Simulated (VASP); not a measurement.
# Ge (Pm-3m) in VASP: a series of runs

Runs on Ge. Level: PBE. Tasks: single point.

Program: VASP 6.6.1. These are calculated values, not measurements. Logs are shortened: lines on timing, memory, paths and dates and some standing lists are left out, and cuts for length are marked.

## (1) The cell of the first run

It takes space group Pm-3m (No. 221, cubic). The conventional cell has a = 2.710 Å, b = 2.710 Å, c = 2.710 Å, α = 90.00°, β = 90.00°, γ = 90.00°. Within 3.6 Å of Ge (site symmetry m-3m) lie 6 Ge at 2.71 Å.

## (2) Single point, PBE

The input, INCAR:

```
PREC = Accurate
ENCUT = 520
EDIFF = 1E-6
ISMEAR = -1
SIGMA = 0.08
LREAL = False
LASPH = True
NELM = 80
ALGO = Normal
ISIF = 2
LWAVE = False
LCHARG = False
GGA = PE
NBANDS = 13
```

The input, KPOINTS:

```
regular mesh
0
Gamma
  15 15 15
```

The input, POSCAR:

```
Ge
1.0
    2.7103250929      0.0000000000      0.0000000000
    0.0000000000      2.7103250929      0.0000000000
    0.0000000000      0.0000000000      2.7103250929
Ge
1
Direct
    0.0000000000      0.0000000000      0.0000000000
```

Potentials or basis: VASP PAW PBE potentials, release 64 (Ge_d).

Run with:

```
$ cat potpaw_PBE.64/Ge_d/POTCAR > POTCAR
$ mpirun -np 1 vasp_std > vasp.out
```

OUTCAR:

```text
PREC = Accurate
   ENCUT = 520
   EDIFF = 1E-6
   ISMEAR = -1
   LREAL = False
   LASPH = True
   NELM = 80
   ISIF = 2
   GGA = PE

 ion  position               nearest neighbor table
   1  0.000  0.000  0.000-

  LATTYP: Found a simple cubic cell.
 ALAT       =     2.7103250929

  Lattice vectors:

 A1 = (   2.7103250929,   0.0000000000,   0.0000000000)
 A2 = (   0.0000000000,   2.7103250929,   0.0000000000)
 A3 = (   0.0000000000,   0.0000000000,   2.7103250929)

Analysis of symmetry for initial positions (statically):
=====================================================================
 Subroutine PRICEL returns:
 Original cell was already a primitive cell.

 Routine SETGRP: Setting up the symmetry group for a
 simple cubic supercell.

 Subroutine GETGRP returns: Found 48 space group operations
 (whereof 48 operations were pure point group operations)
 out of a pool of 48 trial point group operations.

The static configuration has the point symmetry O_h .

Analysis of symmetry for dynamics (positions and initial velocities):
=====================================================================
 Subroutine PRICEL returns:
 Original cell was already a primitive cell.

 Routine SETGRP: Setting up the symmetry group for a
 simple cubic supercell.

 Subroutine GETGRP returns: Found 48 space group operations
 (whereof 48 operations were pure point group operations)
 out of a pool of 48 trial point group operations.

The dynamic configuration has the point symmetry O_h .

 Subroutine INISYM returns: Found 48 space group operations
 (whereof 48 operations are pure point group operations),
 and found     1 'primitive' translations

----------------------------------------------------------------------------------------

                                     Primitive cell

  volume of cell :      19.9097

  direct lattice vectors                    reciprocal lattice vectors
     2.710325093  0.000000000  0.000000000     0.368959429  0.000000000  0.000000000
     0.000000000  2.710325093  0.000000000     0.000000000  0.368959429  0.000000000
     0.000000000  0.000000000  2.710325093     0.000000000  0.000000000  0.368959429

  length of vectors
     2.710325093  2.710325093  2.710325093     0.368959429  0.368959429  0.368959429

  position of ions in fractional coordinates (direct lattice)
     0.000000000  0.000000000  0.000000000

  ion indices of the primitive-cell ions
   primitive index   ion index
                 1           1

----------------------------------------------------------------------------------------

 KPOINTS: regular mesh

Automatic generation of k-mesh.
 Grid dimensions read from file:
 generate k-points for:   15   15   15

 Generating k-lattice:

  Cartesian coordinates                     Fractional coordinates (reciprocal lattice)
     0.024597295  0.000000000  0.000000000     0.066666667  0.000000000  0.000000000
     0.000000000  0.024597295  0.000000000     0.000000000  0.066666667  0.000000000
     0.000000000  0.000000000  0.024597295     0.000000000  0.000000000  0.066666667

  Length of vectors
     0.024597295  0.024597295  0.024597295

  Shift w.r.t. Gamma in fractional coordinates (k-lattice)
     0.000000000  0.000000000  0.000000000

 Subroutine IBZKPT returns following result:
 ===========================================

 Found    120 irreducible k-points:

 Following reciprocal coordinates:
            Coordinates               Weight
  0.000000  0.000000  0.000000      1.000000
  0.066667  0.000000  0.000000      6.000000
  0.133333  0.000000  0.000000      6.000000
  0.200000  0.000000  0.000000      6.000000
  0.266667  0.000000  0.000000      6.000000
  0.333333  0.000000  0.000000      6.000000
[... 16 lines left out ...]
  0.266667  0.200000  0.000000     24.000000
  0.333333  0.200000  0.000000     24.000000
 [... further k-points ...]
   k-points           NKPTS =    120   k-points in BZ     NKDIM =    120   number of bands    NBANDS=     13
   number of dos      NEDOS =    301   number of ions     NIONS =      1
   total plane-waves  NPLWV =   8000
   dimension x,y,z NGX =    20 NGY =   20 NGZ =   20
   dimension x,y,z NGXF=    40 NGYF=   40 NGZF=   40
   ions per type =               1
   NGX,Y,Z   is equivalent  to a cutoff of  12.27, 12.27, 12.27 a.u.
   NGXF,Y,Z  is equivalent  to a cutoff of  24.54, 24.54, 24.54 a.u.
 SYSTEM =  unknown system
   PREC   = accura    normal or accurate (medium, high low for compatibility)
   ISTART =      0    job   : 0-new  1-cont  2-samecut
   ICHARG =      2    charge: 1-file 2-atom 10-const
   ISPIN  =      1    spin polarized calculation?
   LNONCOLLINEAR =      F non collinear calculations
   LSORBIT =      F    spin-orbit coupling
   LASPH  =      T    aspherical Exc in radial PAW
   ENCUT  =  520.0 eV  38.22 Ry    6.18 a.u.   5.04  5.04  5.04*2*pi/ulx,y,z
   NELM   =     80;   NELMIN=  2; NELMDL= -5     # of ELM steps
   EDIFF  = 0.1E-05   stopping-criterion for ELM
   LREAL  =      F    real-space projection
   EDIFFG = 0.1E-04   stopping-criterion for IOM
   NSW    =      0    number of steps for IOM
   IBRION =     -1    ionic relax: 0-MD 1-quasi-New 2-CG
   NFREE  =      0    steps in history (QN), initial steepest desc. (CG)
   ISIF   =      2    stress and relaxation
   ISYM   =      2    0-nonsym 1-usesym 2-fastsym
   POTIM  = 0.5000    time-step for ionic-motion
   TEBEG  =    0.0;   TEEND  =   0.0 temperature during run
   PSTRESS=    0.0 pullay stress
   NELECT =      14.0000    total number of electrons
   NUPDOWN=      -1.0000    fix difference up-down
   EMIN   =  10.00;   EMAX   =-10.00  energy-range for DOS
   EFERMI =   0.00;   METHOD = LEGACY
   ISMEAR =    -1;   SIGMA  =   0.08  broadening in eV -4-tet -1-fermi 0-gaus
   EFERMI_NEDOS =   21; number of points for ismear=-14 and -15
   IALGO  =     38    algorithm
   IMIX   =      4    mixing-type and parameters
     AMIX     =   0.40;   BMIX     =  1.00
     AMIX_MAG =   1.60;   BMIX_MAG =  1.00
  volume/ion in A,a.u.               =      19.91       134.36
  Fermi-wavevector in a.u.,A,eV,Ry     =   1.455781  2.751028 28.834814  2.119299
  Thomas-Fermi vector in A             =   2.572776
   LORBIT       =      0    0 simple, 1 ext, 2 COOP (PROOUT), +10 PAW based schemes
   GGA     = PE    functional components
[... 5 lines left out ...]
 non-spin polarized calculation
  energy-cutoff  :      520.00
  volume of cell :       19.91
 maximum number of plane-waves:       552
   NGX = 11   NGY = 11   NGZ = 11

 number of electron      13.9999969 magnetization

 Free energy of the ion-electron system (eV)
  ---------------------------------------------------
  ext. energy  EPLUGINS =         0.00000000
  ---------------------------------------------------
  free energy    TOTEN  =        -4.27458620 eV

  energy without entropy =       -4.26221929  energy(sigma->0) =       -4.26840274

 E-fermi :   5.8874     XC(G=0): -10.9131

 val. band max:        5.8730442010   @ k =   0.2667   0.2667   0.0667
 cond. band min:       5.9068287785   @ k =   0.4667   0.4000   0.2667
 fundamental gap:      0.0337845775
 Fermi energy:         5.8874149406

 k-point     1 :       0.0000    0.0000    0.0000
  band No.  band energies     occupation
      1     -18.7576      2.00000
      2     -18.7576      2.00000
      3     -18.5142      2.00000
      4     -18.5142      2.00000
      5     -18.5142      2.00000
      6      -6.8163      2.00000
      7      12.5043      0.00000
      8      12.5043      0.00000
      9      12.5043      0.00000
     10      15.9398      0.00000
     11      15.9398      0.00000
     12      18.3504      0.00000
     13      34.5357      0.00000

 k-point     2 :       0.0667    0.0000    0.0000
  band No.  band energies     occupation
      1     -18.7570      2.00000
      2     -18.7493      2.00000
      3     -18.5169      2.00000
      4     -18.5169      2.00000
      5     -18.5140      2.00000
      6      -6.7294      2.00000
      7      11.2200      0.00000
      8      12.5878      0.00000
      9      12.5878      0.00000
     10      16.0172      0.00000
     11      16.8910      0.00000
     12      18.9093      0.00000
     13      32.2879      0.00000

 k-point     3 :       0.1333    0.0000    0.0000
  band No.  band energies     occupation
      1     -18.7554      2.00000
      2     -18.7259      2.00000
      3     -18.5248      2.00000
      4     -18.5248      2.00000
      5     -18.5133      2.00000
      6      -6.4696      2.00000
      7       9.0808      0.00000
      8      12.8344      0.00000
      9      12.8344      0.00000
     10      16.2486      0.00000
     11      17.6790      0.00000
     12      20.9238      0.00000
     13      29.9655      0.00000
[... 305 lines left out ...]
 k-point    23 :       0.2667    0.2000    0.0000
  band No.  band energies     occupation
      1     -18.7109      2.00000
      2     -18.6186      2.00000
      3     -18.5768      2.00000
      4     -18.5471      2.00000
      5     -18.5328      2.00000
      6      -4.6712      2.00000
      7       5.6143      1.93625
      8       8.3162      0.00000
      9      14.4804      0.00000
     10      18.1723      0.00000
     11      19.5400      0.00000
     12      25.0548      0.00000
     13      26.6128      0.00000

 k-point    24 :       0.3333    0.2000    0.0000
  band No.  band energies     occupation
      1     -18.7058      2.00000
      2     -18.5913      2.00000
      3     -18.5825      2.00000
      4     -18.5594      2.00000
      5     -18.5316      2.00000
      6      -3.9366      2.00000
      7       3.8242      2.00000
      8       8.9448      0.00000
      9      15.0760      0.00000
     10      17.1003      0.00000
     11      19.6919      0.00000
     12      25.0011      0.00000
     13      25.0955      0.00000

 [... further k-points ...]

------------------------ aborting loop because EDIFF is reached ----------------------------------------

  FORCE on cell =-STRESS in cart. coord.  units (eV):
  Direction    XX          YY          ZZ          XY          YZ          ZX
  --------------------------------------------------------------------------------------
  -------------------------------------------------------------------------------------
  Total       -0.0134017     -0.0134017     -0.0134017     -0.0000000     -0.0000000      0.0000000
  in kB       -1.0784646     -1.0784646     -1.0784646     -0.0000000     -0.0000000      0.0000000
  external PRESSURE =      -1.0784646 kB  Pullay stress =       0.0000000 kB

 VOLUME and BASIS-vectors are now :
 -----------------------------------------------------------------------------
  energy-cutoff  :      520.00
  volume of cell :       19.91
      direct lattice vectors                 reciprocal lattice vectors
     2.710325093  0.000000000  0.000000000     0.368959429  0.000000000  0.000000000
     0.000000000  2.710325093  0.000000000     0.000000000  0.368959429  0.000000000
     0.000000000  0.000000000  2.710325093     0.000000000  0.000000000  0.368959429

 POSITION                                       TOTAL-FORCE (eV/Angst)
 -----------------------------------------------------------------------------------
      0.00000      0.00000      0.00000         0.000000      0.000000      0.000000
 -----------------------------------------------------------------------------------
    total drift:                                0.000000      0.000000      0.000000

  FREE ENERGIE OF THE ION-ELECTRON SYSTEM (eV)
  ---------------------------------------------------
  free  energy   TOTEN  =        -4.2745861968 eV

  energy  without entropy=       -4.2622192880  energy(sigma->0) =       -4.26840274
```

Wall time 6.5 s (1 thread of Intel Xeon 6975P-C (Granite Rapids), shared host); peak memory 0.14 GiB.

Results:

```
Free energy            : -4.2746 eV
Pressure               : -0.1 GPa
Band gap on the k mesh : zero (band 7 reaches 12.50 eV, above the bottom of band 8 at 3.60 eV)
```

Levels at points of the mesh, in eV from the Fermi level:
| k point | band 4 | band 5 | band 6 | band 7 | band 8 | band 9 | band 10 | band 11 |
| --- | --- | --- | --- | --- | --- | --- | --- | --- |
| (0.00, 0.00, 0.00) | -24.40 | -24.40 | -12.70 | 6.62 | 6.62 | 6.62 | 10.05 | 10.05 |

(Part 1 of 2 ends here.)
